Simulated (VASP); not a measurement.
# TaN (P6_3/mmc) in VASP: further runs

TaN is run at these levels: PBE; tasks: single point, relaxation of cell and atoms.

All numbers are computed with VASP 6.6.1; they aren't measurements. Logs are shortened: lines on timing, memory, paths and dates and some standing lists are left out, and cuts for length are marked.

## Step 1: The cell of the first run

It takes space group P6_3/mmc (No. 194, hexagonal). Conventional cell: a = 3.064 Å, b = 3.064 Å, c = 15.951 Å, α = 90.00°, β = 90.00°, γ = 120.00°. Ta (site symmetry -6m2) has 6 N at 2.22 Å within 2.9 Å. Ta (site symmetry 3m) has 6 N at 2.16 to 2.26 Å within 2.9 Å. Within 2.9 Å of N (site symmetry 3m) lie 6 Ta at 2.22 to 2.26 Å and 1 N at 2.69 Å. N (site symmetry -3m) has 6 Ta at 2.16 Å within 2.9 Å.

## Step 2: Single point, PBE

File INCAR:

```
SYSTEM = TaN
PREC = Accurate
ENCUT = 520
EDIFF = 1E-6
ISMEAR = 0
SIGMA = 0.1
LREAL = .FALSE.
LASPH = .TRUE.
NELM = 100
ALGO = Normal
ISIF = 2
LWAVE = .FALSE.
LCHARG = .FALSE.
GGA = PE
NBANDS = 60
```

File KPOINTS:

```
Automatic mesh
0
G
  12 12 3
  0 0 0
```

File POSCAR:

```
TaN
1.0
    3.0641463886      0.0000000000      0.0000000000
   -1.5320731943      2.6536286135      0.0000000000
    0.0000000000      0.0000000000     15.9511554402
Ta N
6 6
Direct
    0.0000000000      0.0000000000      0.0000000000
    0.3333333333      0.6666666667      0.1728365591
    0.6666666667      0.3333333333      0.3271634409
    0.0000000000      0.0000000000      0.5000000000
    0.6666666667      0.3333333333      0.6728365591
    0.3333333333      0.6666666667      0.8271634409
    0.6666666667      0.3333333333      0.0843566208
    0.0000000000      0.0000000000      0.2500000000
    0.3333333333      0.6666666667      0.4156433792
    0.3333333333      0.6666666667      0.5843566208
    0.0000000000      0.0000000000      0.7500000000
    0.6666666667      0.3333333333      0.9156433792
```

Potentials or basis: VASP PAW PBE potentials, release 64 (Ta_pv, N).

The run is started by

```bash
> cat potpaw_PBE.64/Ta_pv/POTCAR potpaw_PBE.64/N/POTCAR > POTCAR
> mpirun -np 1 vasp_std > vasp.out
```

OUTCAR:

```text
SYSTEM = TaN
   PREC = Accurate
   ENCUT = 520
   EDIFF = 1E-6
   ISMEAR = 0
   LREAL = .FALSE.
   LASPH = .TRUE.
   NELM = 100
   ISIF = 2
   GGA = PE

 ion  position               nearest neighbor table
   1  0.000  0.000  0.000-   7 2.22  12 2.22   7 2.22  12 2.22   7 2.22  12 2.22   2 3.28   6 3.28
                             2 3.28   6 3.28   2 3.28   6 3.28
   2  0.333  0.667  0.173-   8 2.16   8 2.16   8 2.16   7 2.26   7 2.26   7 2.26   3 3.03   3 3.03
                             3 3.03   1 3.28   1 3.28   1 3.28
   3  0.667  0.333  0.327-   8 2.16   8 2.16   8 2.16   9 2.26   9 2.26   9 2.26   2 3.03   2 3.03
                             2 3.03   4 3.28   4 3.28   4 3.28
   4  0.000  0.000  0.500-   9 2.22  10 2.22   9 2.22  10 2.22   9 2.22  10 2.22   3 3.28   5 3.28
                             3 3.28   5 3.28   3 3.28   5 3.28
   5  0.667  0.333  0.673-  11 2.16  11 2.16  11 2.16  10 2.26  10 2.26  10 2.26   6 3.03   6 3.03
                             6 3.03   4 3.28   4 3.28   4 3.28
   6  0.333  0.667  0.827-  11 2.16  11 2.16  11 2.16  12 2.26  12 2.26  12 2.26   5 3.03   5 3.03
                             5 3.03   1 3.28   1 3.28   1 3.28
   7  0.667  0.333  0.084-   1 2.22   1 2.22   1 2.22   2 2.26   2 2.26   2 2.26
   8  0.000  0.000  0.250-   2 2.16   3 2.16   3 2.16   2 2.16   3 2.16   2 2.16
   9  0.333  0.667  0.416-   4 2.22   4 2.22   4 2.22   3 2.26   3 2.26   3 2.26
  10  0.333  0.667  0.584-   4 2.22   4 2.22   4 2.22   5 2.26   5 2.26   5 2.26
  11  0.000  0.000  0.750-   5 2.16   6 2.16   5 2.16   6 2.16   5 2.16   6 2.16
  12  0.667  0.333  0.916-   1 2.22   1 2.22   1 2.22   6 2.26   6 2.26   6 2.26

  LATTYP: Found a hexagonal cell.
 ALAT       =     3.0641463886
 C/A-ratio  =     5.2057419644

  Lattice vectors:

 A1 = (   3.0641463886,   0.0000000000,   0.0000000000)
 A2 = (  -1.5320731943,   2.6536286135,   0.0000000000)
 A3 = (   0.0000000000,   0.0000000000,  15.9511554402)

Analysis of symmetry for initial positions (statically):
=====================================================================
 Subroutine PRICEL returns:
 Original cell was already a primitive cell.

 Routine SETGRP: Setting up the symmetry group for a
 hexagonal supercell.

 Subroutine GETGRP returns: Found 24 space group operations
 (whereof 12 operations were pure point group operations)
 out of a pool of 24 trial point group operations.

The static configuration has the point symmetry D_3h.
 The point group associated with its full space group is D_6h.

Analysis of symmetry for dynamics (positions and initial velocities):
=====================================================================
 Subroutine PRICEL returns:
 Original cell was already a primitive cell.

 Routine SETGRP: Setting up the symmetry group for a
 hexagonal supercell.

 Subroutine GETGRP returns: Found 24 space group operations
 (whereof 12 operations were pure point group operations)
 out of a pool of 24 trial point group operations.

The dynamic configuration has the point symmetry D_3h.
 The point group associated with its full space group is D_6h.

 Subroutine INISYM returns: Found 24 space group operations
 (whereof 12 operations are pure point group operations),
 and found     1 'primitive' translations

----------------------------------------------------------------------------------------

                                     Primitive cell

  volume of cell :     129.7005

  direct lattice vectors                    reciprocal lattice vectors
     3.064146389  0.000000000  0.000000000     0.326355165  0.188421242  0.000000000
    -1.532073194  2.653628614  0.000000000     0.000000000  0.376842485  0.000000000
     0.000000000  0.000000000 15.951155440     0.000000000  0.000000000  0.062691383

  length of vectors
     3.064146389  3.064146389 15.951155440     0.376842485  0.376842485  0.062691383

  position of ions in fractional coordinates (direct lattice)
     0.000000000  0.000000000  0.000000000
     0.333333333  0.666666667  0.172836559
     0.666666667  0.333333333  0.327163441
     0.000000000  0.000000000  0.500000000
     0.666666667  0.333333333  0.672836559
     0.333333333  0.666666667  0.827163441
     0.666666667  0.333333333  0.084356621
     0.000000000  0.000000000  0.250000000
     0.333333333  0.666666667  0.415643379
     0.333333333  0.666666667  0.584356621
     0.000000000  0.000000000  0.750000000
     0.666666667  0.333333333  0.915643379

  ion indices of the primitive-cell ions
   primitive index   ion index
                 1           1
                 2           2
                 3           3
                 4           4
                 5           5
                 6           6
                 7           7
                 8           8
                 9           9
                10          10
                11          11
                12          12

----------------------------------------------------------------------------------------

 KPOINTS: Automatic mesh

Automatic generation of k-mesh.
 Grid dimensions read from file:
 generate k-points for:   12   12    3

 Generating k-lattice:

  Cartesian coordinates                     Fractional coordinates (reciprocal lattice)
     0.027196264  0.015701770  0.000000000     0.083333333 -0.000000000  0.000000000
     0.000000000  0.031403540  0.000000000     0.000000000  0.083333333  0.000000000
     0.000000000  0.000000000  0.020897128     0.000000000  0.000000000  0.333333333

  Length of vectors
     0.031403540  0.031403540  0.020897128

  Shift w.r.t. Gamma in fractional coordinates (k-lattice)
     0.000000000  0.000000000  0.000000000

 Subroutine IBZKPT returns following result:
 ===========================================

 Found     38 irreducible k-points:

 Following reciprocal coordinates:
            Coordinates               Weight
  0.000000  0.000000  0.000000      1.000000
  0.083333  0.000000  0.000000      6.000000
  0.166667 -0.000000  0.000000      6.000000
  0.250000  0.000000  0.000000      6.000000
  0.333333 -0.000000  0.000000      6.000000
  0.416667 -0.000000  0.000000      6.000000
[... 16 lines left out ...]
  0.250000  0.000000  0.333333     12.000000
  0.333333 -0.000000  0.333333     12.000000
 [... further k-points ...]
   k-points           NKPTS =     38   k-points in BZ     NKDIM =     38   number of bands    NBANDS=     60
   number of dos      NEDOS =    301   number of ions     NIONS =     12
   total plane-waves  NPLWV =  69120
   dimension x,y,z NGX =    24 NGY =   24 NGZ =  120
   dimension x,y,z NGXF=    48 NGYF=   48 NGZF=  240
   ions per type =               6   6
   NGX,Y,Z   is equivalent  to a cutoff of  13.02, 13.02, 12.51 a.u.
   NGXF,Y,Z  is equivalent  to a cutoff of  26.04, 26.04, 25.01 a.u.
 SYSTEM =  TaN
   PREC   = accura    normal or accurate (medium, high low for compatibility)
   ISTART =      0    job   : 0-new  1-cont  2-samecut
   ICHARG =      2    charge: 1-file 2-atom 10-const
   ISPIN  =      1    spin polarized calculation?
   LNONCOLLINEAR =      F non collinear calculations
   LSORBIT =      F    spin-orbit coupling
   LASPH  =      T    aspherical Exc in radial PAW
   ENCUT  =  520.0 eV  38.22 Ry    6.18 a.u.   5.70  5.70 29.66*2*pi/ulx,y,z
   NELM   =    100;   NELMIN=  2; NELMDL= -5     # of ELM steps
   EDIFF  = 0.1E-05   stopping-criterion for ELM
   LREAL  =      F    real-space projection
   EDIFFG = 0.1E-04   stopping-criterion for IOM
   NSW    =      0    number of steps for IOM
   IBRION =     -1    ionic relax: 0-MD 1-quasi-New 2-CG
   NFREE  =      0    steps in history (QN), initial steepest desc. (CG)
   ISIF   =      2    stress and relaxation
   ISYM   =      2    0-nonsym 1-usesym 2-fastsym
   POTIM  = 0.5000    time-step for ionic-motion
   TEBEG  =    0.0;   TEEND  =   0.0 temperature during run
   PSTRESS=    0.0 pullay stress
   NELECT =      96.0000    total number of electrons
   NUPDOWN=      -1.0000    fix difference up-down
   EMIN   =  10.00;   EMAX   =-10.00  energy-range for DOS
   EFERMI =   0.00;   METHOD = LEGACY
   ISMEAR =     0;   SIGMA  =   0.10  broadening in eV -4-tet -1-fermi 0-gaus
   EFERMI_NEDOS =   21; number of points for ismear=-14 and -15
   IALGO  =     38    algorithm
   IMIX   =      4    mixing-type and parameters
     AMIX     =   0.40;   BMIX     =  1.00
     AMIX_MAG =   1.60;   BMIX_MAG =  1.00
  volume/ion in A,a.u.               =      10.81        72.94
  Fermi-wavevector in a.u.,A,eV,Ry     =   1.480874  2.798445 29.837392  2.192986
  Thomas-Fermi vector in A             =   2.594854
   LORBIT       =      0    0 simple, 1 ext, 2 COOP (PROOUT), +10 PAW based schemes
   GGA     = PE    functional components
   LHFCALC =     F    Hartree Fock is set to
   AEXX    =    0.0000 exact exchange contribution
   IVDW    =     0    specifies the selected vdW correction
   LEPSILON=     F    determine dielectric tensor
   LRPA    =     F    only Hartree local field effects (RPA)
 non-spin polarized calculation
 Gauss-broadening in eV      SIGMA  =   0.10
  energy-cutoff  :      520.00
  volume of cell :      129.70
 maximum number of plane-waves:      3518
 NGX is ok and might be reduce to    24

 number of electron      96.0000006 magnetization

 Free energy of the ion-electron system (eV)
  ---------------------------------------------------
  ext. energy  EPLUGINS =         0.00000000
  ---------------------------------------------------
  free energy    TOTEN  =      -131.31867806 eV

  energy without entropy =     -131.29285851  energy(sigma->0) =     -131.30576828

 E-fermi :   9.3641     XC(G=0): -13.3404

 val. band max:        9.3534637551   @ k =   0.1667   0.0833   0.0000
 cond. band min:       9.3688823070   @ k =   0.2500   0.0000   0.3333
 fundamental gap:      0.0154185520
 Fermi energy:         9.3641156692

 k-point     1 :       0.0000    0.0000    0.0000
  band No.  band energies     occupation
      1     -27.3035      2.00000
      2     -27.2041      2.00000
      3     -27.0479      2.00000
      4     -26.8417      2.00000
      5     -26.6554      2.00000
      6     -26.5475      2.00000
[... 52 lines left out ...]
     59       9.9525      0.00000
     60      10.1907      0.00000

 k-point     2 :       0.0833    0.0000    0.0000
  band No.  band energies     occupation
      1     -27.2837      2.00000
      2     -27.1902      2.00000
      3     -27.0383      2.00000
      4     -26.8421      2.00000
      5     -26.6674      2.00000
      6     -26.5638      2.00000
[... 52 lines left out ...]
     59      10.3649      0.00000
     60      10.3665      0.00000

 k-point     3 :       0.1667   -0.0000    0.0000
  band No.  band energies     occupation
      1     -27.2284      2.00000
      2     -27.1544      2.00000
      3     -27.0158      2.00000
      4     -26.8557      2.00000
      5     -26.7419      2.00000
      6     -26.6673      2.00000
[... 1312 lines left out ...]
     59      11.3215      0.00000
     60      11.3867      0.00000

 k-point    24 :       0.3333   -0.0000    0.3333
  band No.  band energies     occupation
      1     -27.1532      2.00000
      2     -27.1460      2.00000
      3     -27.0898      2.00000
      4     -27.0649      2.00000
      5     -26.9465      2.00000
      6     -26.9342      2.00000
[... 52 lines left out ...]
     59      11.8977      0.00000
     60      12.0457      0.00000

 [... further k-points ...]

------------------------ aborting loop because EDIFF is reached ----------------------------------------

  FORCE on cell =-STRESS in cart. coord.  units (eV):
  Direction    XX          YY          ZZ          XY          YZ          ZX
  --------------------------------------------------------------------------------------
  -------------------------------------------------------------------------------------
  Total        0.6283039      0.6283039      0.6620643      0.0000000      0.0000000      0.0000000
  in kB        7.7613723      7.7613723      8.1784112      0.0000000      0.0000000      0.0000000
  external PRESSURE =       7.9003853 kB  Pullay stress =       0.0000000 kB

 VOLUME and BASIS-vectors are now :
 -----------------------------------------------------------------------------
  energy-cutoff  :      520.00
  volume of cell :      129.70
      direct lattice vectors                 reciprocal lattice vectors
     3.064146389  0.000000000  0.000000000     0.326355165  0.188421242  0.000000000
    -1.532073194  2.653628614  0.000000000     0.000000000  0.376842485  0.000000000
     0.000000000  0.000000000 15.951155440     0.000000000  0.000000000  0.062691383

 POSITION                                       TOTAL-FORCE (eV/Angst)
 -----------------------------------------------------------------------------------
      0.00000      0.00000      0.00000         0.000000      0.000000      0.000000
     -0.00000      1.76909      2.75694        -0.000000     -0.000000     -0.005775
      1.53207      0.88454      5.21863         0.000000      0.000000      0.005775
      0.00000      0.00000      7.97558        -0.000000      0.000000      0.000000
      1.53207      0.88454     10.73252         0.000000      0.000000     -0.005775
     -0.00000      1.76909     13.19421        -0.000000      0.000000      0.005775
      1.53207      0.88454      1.34559        -0.000000      0.000000      0.004028
      0.00000      0.00000      3.98779        -0.000000      0.000000      0.000000
     -0.00000      1.76909      6.62999         0.000000     -0.000000     -0.004028
     -0.00000      1.76909      9.32116         0.000000     -0.000000      0.004028
      0.00000      0.00000     11.96337        -0.000000      0.000000      0.000000
      1.53207      0.88454     14.60557        -0.000000      0.000000     -0.004028
 -----------------------------------------------------------------------------------
    total drift:                                0.000000      0.000000      0.000000

  FREE ENERGIE OF THE ION-ELECTRON SYSTEM (eV)
  ---------------------------------------------------
  free  energy   TOTEN  =      -131.3186780555 eV

  energy  without entropy=     -131.2928585125  energy(sigma->0) =     -131.30576828
```

It took 3.5 min on 1 thread of Intel Xeon Platinum 8488C (Sapphire Rapids), shared host; peak memory 0.36 GiB.

Results:

* Free energy: -131.3187 eV
* Pressure: 0.8 GPa
* Largest force: 0.006 eV/Å
* Band gap on the k mesh: zero (bands 48 and 49 overlap by 2.21 eV)

Forces on the atoms (eV/Å):
```
Ta   0.000  0.000  0.000
Ta   0.000  0.000 -0.006
Ta   0.000  0.000  0.006
Ta   0.000  0.000  0.000
Ta   0.000  0.000 -0.006
Ta   0.000  0.000  0.006
N    0.000  0.000  0.004
N    0.000  0.000  0.000
N    0.000  0.000 -0.004
N    0.000  0.000  0.004
N    0.000  0.000  0.000
N    0.000  0.000 -0.004
```

Levels at points of the mesh, in eV from the Fermi level:
```tsv
k point	band 44	band 45	band 46	band 47	band 48	band 49	band 50	band 51	band 52	band 53
(0.00, 0.00, 0.00)	-1.79	-1.79	-1.38	-1.38	-1.26	-1.26	-0.29	0.10	0.10	0.22
(0.50, 0.00, 0.00)	-3.66	-2.71	-1.25	-0.65	0.95	2.01	2.20	2.26	2.30	2.35
```

Caveat: spin-orbit coupling is left out, which moves the levels of the heavy elements.

## Step 3: Relaxation of cell and atoms, PBE

This run uses another cell than the first one: it holds 4 atoms, not 12.

File INCAR:

```
PREC = Accurate
ENCUT = 600
EDIFF = 1E-6
ISMEAR = 0
SIGMA = 0.1
LREAL = F
LASPH = T
NELM = 100
ALGO = Normal
ISIF = 3
LWAVE = F
LCHARG = F
GGA = PE
IBRION = 2
NSW = 65
EDIFFG = -0.01
```

File KPOINTS:

```
Automatic mesh
0
Gamma
  12 12 9
```

File POSCAR:

```
TaN
1.0
    3.1298722657      0.0000000000      0.0000000000
   -1.5649361328      2.7105488927      0.0000000000
    0.0000000000      0.0000000000      5.0790868668
Ta N
2 2
Direct
    0.0000000000      0.0000000000      0.0000000000
    0.0000000000      0.0000000000      0.5000000000
    0.3333333333      0.6666666667      0.2500000000
    0.6666666667      0.3333333333      0.7500000000
```

Potentials or basis: VASP PAW PBE potentials, release 64 (Ta_pv, N).

The run is started by

```bash
> cat potpaw_PBE.64/Ta_pv/POTCAR potpaw_PBE.64/N/POTCAR > POTCAR
> mpirun -np 1 vasp_std > vasp.out
```

It took 8.2 min on 1 thread of Intel Xeon Platinum 8488C (Sapphire Rapids), shared host; peak memory 0.24 GiB.

The run converged. Its results:

* Free energy: -44.0269 eV
* Relaxed volume: 10.92 Å³/atom
* Relaxed cell: a = 2.919 Å, b = 2.919 Å, c = 5.916 Å, α = 90.00°, β = 90.00°, γ = 120.00°
* Space group after relaxing (to 0.1 Å): P6_3/mmc (No. 194)
* Energy gained by relaxing: 442.6 meV/atom
* Ionic steps: 11
* Pressure after relaxing: 0.1 GPa
* Band gap on the k mesh: zero (bands 16 and 17 overlap by 1.18 eV)

Step by step:
| step | energy change (eV) | largest force (eV/Å) | pressure (GPa) | volume (Å³) |
| --- | --- | --- | --- | --- |
| 1 | 0.0000 | 0.0000 | 20.77 | 43.09 |
| 2 | -0.6283 | 0.0000 | -37.81 | 51.76 |
| 3 | -0.9752 | 0.0000 | -22.68 | 48.35 |
| 4 | -1.1809 | 0.0000 | -2.89 | 43.92 |
| 5 | -1.6448 | 0.0000 | -14.81 | 45.84 |
| 6 | -1.6433 | 0.0000 | -15.59 | 46.01 |
| 7 | -1.5663 | 0.0000 | 23.13 | 41.17 |
| 8 | -1.7695 | 0.0000 | -0.77 | 43.79 |
| 9 | -1.7695 | 0.0000 | -0.46 | 43.75 |
| 10 | -1.7705 | 0.0000 | 0.15 | 43.65 |
| 11 | -1.7706 | 0.0000 | 0.06 | 43.67 |

Final structure:
```
CELL_PARAMETERS angstrom
2.91925 0.00000 0.00000
-1.45962 2.52814 0.00000
0.00000 0.00000 5.91647
ATOMIC_POSITIONS crystal
Ta 0.00000 0.00000 0.00000
Ta 0.00000 0.00000 0.50000
N 0.33333 0.66667 0.25000
N 0.66667 0.33333 0.75000
```

Levels at points of the mesh, in eV from the Fermi level:
```csv
k point,band 12,band 13,band 14,band 15,band 16,band 17,band 18,band 19,band 20
"(0.00, 0.00, 0.00)",-4.29,-3.49,-1.98,-1.98,-0.23,-0.23,0.56,0.56,2.33
"(0.50, 0.00, 0.00)",-5.37,-4.14,-3.70,-2.80,-2.13,2.83,3.94,4.81,5.14
```

Caveat: a cell axis changed by over 15 % at a fixed basis, so the end point is rough; spin-orbit coupling is left out, which moves the levels of the heavy elements.

The gap in the log of VASP goes by the Fermi energy; the results here count the filled bands.